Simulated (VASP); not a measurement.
# Pd (P6_3/mmc) in VASP: a series of runs

Runs on Pd. Level: PBE. Tasks: single point.

Everything below comes from runs of VASP 6.6.1. Logs are shortened: lines on timing, memory, paths and dates and some standing lists are left out, and cuts for length are marked.

**1. The cell of the first run**

It takes space group P6_3/mmc (No. 194, hexagonal). The conventional cell has a = 2.718 Å, b = 2.718 Å, c = 4.533 Å, α = 90.00°, β = 90.00°, γ = 120.00°. Within 3.6 Å of Pd (site symmetry -6m2) lie 12 Pd at 2.72 to 2.76 Å.

**2. Single point, PBE (volume scaled by 0.9405)**

INCAR reads:

```
SYSTEM = Pd
ALGO = Normal ; EDIFF = 1E-6
ENCUT = 520 ; GGA = PE
ISIF = 2 ; ISMEAR = -1
LASPH = .True. ; LCHARG = .False.
LREAL = .False. ; LWAVE = .False.
NBANDS = 17 ; NELM = 100
PREC = Accurate ; SIGMA = 0.08
```

KPOINTS reads:

```
k-points
0
Gamma
  15 15 8
  0 0 0
```

POSCAR reads:

```
Pd
1.0
    2.7179943613      0.0000000000      0.0000000000
   -1.3589971806      2.3538521642      0.0000000000
    0.0000000000      0.0000000000      4.5326700178
Pd
2
Direct
    0.3333333333      0.6666666667      0.2500000000
    0.6666666667      0.3333333333      0.7500000000
```

Potentials or basis: VASP PAW PBE potentials, release 64 (Pd).

The run is started by

```sh
cat potpaw_PBE.64/Pd/POTCAR > POTCAR
mpirun -np 1 vasp_std > vasp.out
```

OUTCAR:

```text
SYSTEM = Pd
   EDIFF = 1E-6
   ENCUT = 520
   GGA = PE
   ISIF = 2
   ISMEAR = -1
   LASPH = .True.
   LREAL = .False.
   NELM = 100
   PREC = Accurate

 ion  position               nearest neighbor table
   1  0.333  0.667  0.250-   2 2.76   2 2.76   2 2.76   2 2.76   2 2.76   2 2.76
   2  0.667  0.333  0.750-   1 2.76   1 2.76   1 2.76   1 2.76   1 2.76   1 2.76

  LATTYP: Found a hexagonal cell.
 ALAT       =     2.7179943613
 C/A-ratio  =     1.6676524728

  Lattice vectors:

 A1 = (   2.7179943613,   0.0000000000,   0.0000000000)
 A2 = (  -1.3589971806,   2.3538521642,   0.0000000000)
 A3 = (   0.0000000000,   0.0000000000,   4.5326700178)

Analysis of symmetry for initial positions (statically):
=====================================================================
 Subroutine PRICEL returns:
 Original cell was already a primitive cell.

 Routine SETGRP: Setting up the symmetry group for a
 hexagonal supercell.

 Subroutine GETGRP returns: Found 24 space group operations
 (whereof 12 operations were pure point group operations)
 out of a pool of 24 trial point group operations.

The static configuration has the point symmetry D_3d.
 The point group associated with its full space group is D_6h.

Analysis of symmetry for dynamics (positions and initial velocities):
=====================================================================
 Subroutine PRICEL returns:
 Original cell was already a primitive cell.

 Routine SETGRP: Setting up the symmetry group for a
 hexagonal supercell.

 Subroutine GETGRP returns: Found 24 space group operations
 (whereof 12 operations were pure point group operations)
 out of a pool of 24 trial point group operations.

The dynamic configuration has the point symmetry D_3d.
 The point group associated with its full space group is D_6h.

 Subroutine INISYM returns: Found 24 space group operations
 (whereof 12 operations are pure point group operations),
 and found     1 'primitive' translations

----------------------------------------------------------------------------------------

                                     Primitive cell

  volume of cell :      28.9989

  direct lattice vectors                    reciprocal lattice vectors
     2.717994361  0.000000000  0.000000000     0.367918350  0.212417758  0.000000000
    -1.358997181  2.353852164  0.000000000     0.000000000  0.424835517  0.000000000
     0.000000000  0.000000000  4.532670018     0.000000000  0.000000000  0.220620516

  length of vectors
     2.717994361  2.717994361  4.532670018     0.424835517  0.424835517  0.220620516

  position of ions in fractional coordinates (direct lattice)
     0.333333333  0.666666667  0.250000000
     0.666666667  0.333333333  0.750000000

  ion indices of the primitive-cell ions
   primitive index   ion index
                 1           1
                 2           2

----------------------------------------------------------------------------------------

 KPOINTS: k-points

Automatic generation of k-mesh.
 Grid dimensions read from file:
 generate k-points for:   15   15    8

 Generating k-lattice:

  Cartesian coordinates                     Fractional coordinates (reciprocal lattice)
     0.024527890  0.014161184  0.000000000     0.066666667  0.000000000  0.000000000
     0.000000000  0.028322368  0.000000000     0.000000000  0.066666667  0.000000000
     0.000000000  0.000000000  0.027577565     0.000000000  0.000000000  0.125000000

  Length of vectors
     0.028322368  0.028322368  0.027577565

  Shift w.r.t. Gamma in fractional coordinates (k-lattice)
     0.000000000  0.000000000  0.000000000

 Subroutine IBZKPT returns following result:
 ===========================================

 Found    135 irreducible k-points:

 Following reciprocal coordinates:
            Coordinates               Weight
  0.000000  0.000000  0.000000      1.000000
  0.066667  0.000000  0.000000      6.000000
  0.133333  0.000000  0.000000      6.000000
  0.200000  0.000000  0.000000      6.000000
  0.266667  0.000000  0.000000      6.000000
  0.333333  0.000000  0.000000      6.000000
[... 16 lines left out ...]
  0.333333  0.200000  0.000000     12.000000
  0.400000  0.200000  0.000000      6.000000
 [... further k-points ...]
   k-points           NKPTS =    135   k-points in BZ     NKDIM =    135   number of bands    NBANDS=     17
   number of dos      NEDOS =    301   number of ions     NIONS =      2
   total plane-waves  NPLWV =  14400
   dimension x,y,z NGX =    20 NGY =   20 NGZ =   36
   dimension x,y,z NGXF=    40 NGYF=   40 NGZF=   72
   ions per type =               2
   NGX,Y,Z   is equivalent  to a cutoff of  12.23, 12.23, 13.20 a.u.
   NGXF,Y,Z  is equivalent  to a cutoff of  24.47, 24.47, 26.41 a.u.
 SYSTEM =  Pd
   PREC   = accura    normal or accurate (medium, high low for compatibility)
   ISTART =      0    job   : 0-new  1-cont  2-samecut
   ICHARG =      2    charge: 1-file 2-atom 10-const
   ISPIN  =      1    spin polarized calculation?
   LNONCOLLINEAR =      F non collinear calculations
   LSORBIT =      F    spin-orbit coupling
   LASPH  =      T    aspherical Exc in radial PAW
   ENCUT  =  520.0 eV  38.22 Ry    6.18 a.u.   5.05  5.05  8.43*2*pi/ulx,y,z
   NELM   =    100;   NELMIN=  2; NELMDL= -5     # of ELM steps
   EDIFF  = 0.1E-05   stopping-criterion for ELM
   LREAL  =      F    real-space projection
   EDIFFG = 0.1E-04   stopping-criterion for IOM
   NSW    =      0    number of steps for IOM
   IBRION =     -1    ionic relax: 0-MD 1-quasi-New 2-CG
   NFREE  =      0    steps in history (QN), initial steepest desc. (CG)
   ISIF   =      2    stress and relaxation
   ISYM   =      2    0-nonsym 1-usesym 2-fastsym
   POTIM  = 0.5000    time-step for ionic-motion
   TEBEG  =    0.0;   TEEND  =   0.0 temperature during run
   PSTRESS=    0.0 pullay stress
   NELECT =      20.0000    total number of electrons
   NUPDOWN=      -1.0000    fix difference up-down
   EMIN   =  10.00;   EMAX   =-10.00  energy-range for DOS
   EFERMI =   0.00;   METHOD = LEGACY
   ISMEAR =    -1;   SIGMA  =   0.08  broadening in eV -4-tet -1-fermi 0-gaus
   EFERMI_NEDOS =   21; number of points for ismear=-14 and -15
   IALGO  =     38    algorithm
   IMIX   =      4    mixing-type and parameters
     AMIX     =   0.40;   BMIX     =  1.00
     AMIX_MAG =   1.60;   BMIX_MAG =  1.00
  volume/ion in A,a.u.               =      14.50        97.85
  Fermi-wavevector in a.u.,A,eV,Ry     =   1.446408  2.733315 28.464705  2.092097
  Thomas-Fermi vector in A             =   2.564480
   LORBIT       =      0    0 simple, 1 ext, 2 COOP (PROOUT), +10 PAW based schemes
   GGA     = PE    functional components
   LHFCALC =     F    Hartree Fock is set to
   AEXX    =    0.0000 exact exchange contribution
   IVDW    =     0    specifies the selected vdW correction
   LEPSILON=     F    determine dielectric tensor
   LRPA    =     F    only Hartree local field effects (RPA)
 non-spin polarized calculation
  energy-cutoff  :      520.00
  volume of cell :       29.00
 maximum number of plane-waves:       801
   NGX = 11   NGY = 11   NGZ = 17

 number of electron      19.9999996 magnetization

 Free energy of the ion-electron system (eV)
  ---------------------------------------------------
  ext. energy  EPLUGINS =         0.00000000
  ---------------------------------------------------
  free energy    TOTEN  =       -10.36445455 eV

  energy without entropy =      -10.27168955  energy(sigma->0) =      -10.31807205

 E-fermi :  10.0936     XC(G=0): -13.2901

 val. band max:       10.0925073148   @ k =   0.4000   0.2000   0.3750
 cond. band min:      10.0944482123   @ k =   0.4667   0.0667   0.0000
 fundamental gap:      0.0019408975
 Fermi energy:        10.0936139792

 k-point     1 :       0.0000    0.0000    0.0000
  band No.  band energies     occupation
      1       2.8023      2.00000
      2       4.6345      2.00000
      3       7.0357      2.00000
      4       7.2594      2.00000
      5       7.2594      2.00000
      6       7.6241      2.00000
[... 9 lines left out ...]
     16      29.7553      0.00000
     17      32.7646      0.00000

 k-point     2 :       0.0667    0.0000    0.0000
  band No.  band energies     occupation
      1       2.9508      2.00000
      2       4.7422      2.00000
      3       6.9443      2.00000
      4       7.3335      2.00000
      5       7.3607      2.00000
      6       7.5735      2.00000
[... 9 lines left out ...]
     16      29.6928      0.00000
     17      31.7597      0.00000

 k-point     3 :       0.1333    0.0000    0.0000
  band No.  band energies     occupation
      1       3.3762      2.00000
      2       5.0238      2.00000
      3       6.7441      2.00000
      4       7.3718      2.00000
      5       7.6145      2.00000
      6       7.6558      2.00000
[... 9 lines left out ...]
     16      29.4913      0.00000
     17      30.0644      0.00000

 k-point     4 :       0.2000    0.0000    0.0000
  band No.  band energies     occupation
      1       4.0028      2.00000
      2       5.3121      2.00000
      3       6.6073      2.00000
      4       7.0132      2.00000
      5       7.2295      2.00000
      6       7.9065      2.00000
[... 9 lines left out ...]
     16      29.1949      0.00000
     17      29.3820      0.00000

 k-point     5 :       0.2667    0.0000    0.0000
  band No.  band energies     occupation
      1       4.6433      2.00000
      2       5.3345      2.00000
      3       6.3337      2.00000
      4       6.7821      2.00000
      5       7.2197      2.00000
      6       7.6824      2.00000
[... 9 lines left out ...]
     16      27.6750      0.00000
     17      29.3896      0.00000

 k-point     6 :       0.3333    0.0000    0.0000
  band No.  band energies     occupation
      1       4.9552      2.00000
      2       5.2122      2.00000
      3       5.8002      2.00000
      4       7.2282      2.00000
      5       7.4591      2.00000
      6       7.4873      2.00000
[... 9 lines left out ...]
     16      26.2799      0.00000
     17      27.6397      0.00000

 k-point     7 :       0.4000    0.0000    0.0000
  band No.  band energies     occupation
      1       4.8477      2.00000
      2       5.2070      2.00000
      3       5.4363      2.00000
      4       7.3449      2.00000
      5       7.5701      2.00000
      6       7.6407      2.00000
[... 9 lines left out ...]
     16      25.0170      0.00000
     17      25.3723      0.00000

 k-point     8 :       0.4667    0.0000    0.0000
  band No.  band energies     occupation
      1       4.7417      2.00000
      2       5.1863      2.00000
      3       5.2522      2.00000
      4       7.2700      2.00000
      5       7.4853      2.00000
      6       7.8296      2.00000
[... 9 lines left out ...]
     16      23.7316      0.00000
     17      24.0698      0.00000
[... 203 lines left out ...]
      1       5.2258      2.00000
      2       5.4679      2.00000
      3       5.5368      2.00000
      4       7.1089      2.00000
      5       7.2753      2.00000
      6       7.6201      2.00000
[... 9 lines left out ...]
     16      25.2848      0.00000
     17      25.6312      0.00000

 k-point    20 :       0.4000    0.1333    0.0000
  band No.  band energies     occupation
      1       5.1069      2.00000
      2       5.3087      2.00000
      3       5.5232      2.00000
      4       7.1279      2.00000
      5       7.4451      2.00000
      6       7.6464      2.00000
[... 9 lines left out ...]
     16      23.9396      0.00000
     17      24.3146      0.00000

 k-point    21 :       0.2000    0.2000    0.0000
  band No.  band energies     occupation
      1       5.5767      2.00000
      2       5.8653      2.00000
      3       5.9114      2.00000
      4       6.0974      2.00000
      5       7.0788      2.00000
      6       7.4520      2.00000
[... 9 lines left out ...]
     16      26.8178      0.00000
     17      28.5167      0.00000

 k-point    22 :       0.2667    0.2000    0.0000
  band No.  band energies     occupation
      1       5.5800      2.00000
      2       5.6707      2.00000
      3       5.8409      2.00000
      4       6.5842      2.00000
      5       6.9856      2.00000
      6       7.6922      2.00000
[... 9 lines left out ...]
     16      26.0259      0.00000
     17      26.9603      0.00000

 k-point    23 :       0.3333    0.2000    0.0000
  band No.  band energies     occupation
      1       5.3989      2.00000
      2       5.5399      2.00000
      3       5.8390      2.00000
      4       7.0004      2.00000
      5       7.0532      2.00000
      6       7.4604      2.00000
[... 9 lines left out ...]
     16      24.9271      0.00000
     17      25.0062      0.00000

 k-point    24 :       0.4000    0.2000    0.0000
  band No.  band energies     occupation
      1       5.3370      2.00000
      2       5.4865      2.00000
      3       5.8341      2.00000
      4       7.0476      2.00000
      5       7.2299      2.00000
      6       7.3349      2.00000
[... 9 lines left out ...]
     16      23.8050      0.00000
     17      24.3326      0.00000

 [... further k-points ...]
[... 5 lines left out ...]
  --------------------------------------------------------------------------------------
  -------------------------------------------------------------------------------------
  Total        2.1087532      2.1087532      2.0779797      0.0000000      0.0000000      0.0000000
  in kB      116.5076675    116.5076675    114.8074447      0.0000000      0.0000000      0.0000000
  external PRESSURE =     115.9409266 kB  Pullay stress =       0.0000000 kB

 VOLUME and BASIS-vectors are now :
 -----------------------------------------------------------------------------
  energy-cutoff  :      520.00
  volume of cell :       29.00
      direct lattice vectors                 reciprocal lattice vectors
     2.717994361  0.000000000  0.000000000     0.367918350  0.212417758  0.000000000
    -1.358997181  2.353852164  0.000000000     0.000000000  0.424835517  0.000000000
     0.000000000  0.000000000  4.532670018     0.000000000  0.000000000  0.220620516

 POSITION                                       TOTAL-FORCE (eV/Angst)
 -----------------------------------------------------------------------------------
     -0.00000      1.56923      1.13317        -0.000000     -0.000000      0.000000
      1.35900      0.78462      3.39950         0.000000      0.000000      0.000000
 -----------------------------------------------------------------------------------
    total drift:                               -0.000000      0.000000     -0.000000

  FREE ENERGIE OF THE ION-ELECTRON SYSTEM (eV)
  ---------------------------------------------------
  free  energy   TOTEN  =       -10.3644545534 eV

  energy  without entropy=      -10.2716895509  energy(sigma->0) =      -10.31807205
```

It took 28 s on 1 thread of Intel Xeon Platinum 8488C (Sapphire Rapids), shared host; peak memory 0.18 GiB.

What came out:

```yaml
Free_energy: -10.3645 eV
Pressure: 11.6 GPa
Band_gap_on_the_k_mesh: zero (band 10 reaches 10.28 eV, above the bottom of band 11 at 9.36 eV)
```

Levels at points of the mesh, in eV from the Fermi level:
```
           k point  band 8  band 9  band 10  band 11  band 12  band 13
(0.00, 0.00, 0.00)   -1.74   -1.74    -0.26    -0.26     0.78     7.12
(0.00, 0.00, 0.50)   -2.88   -0.74    -0.74    -0.74    -0.74    14.20
```

(Continued in part 2 of 3.)
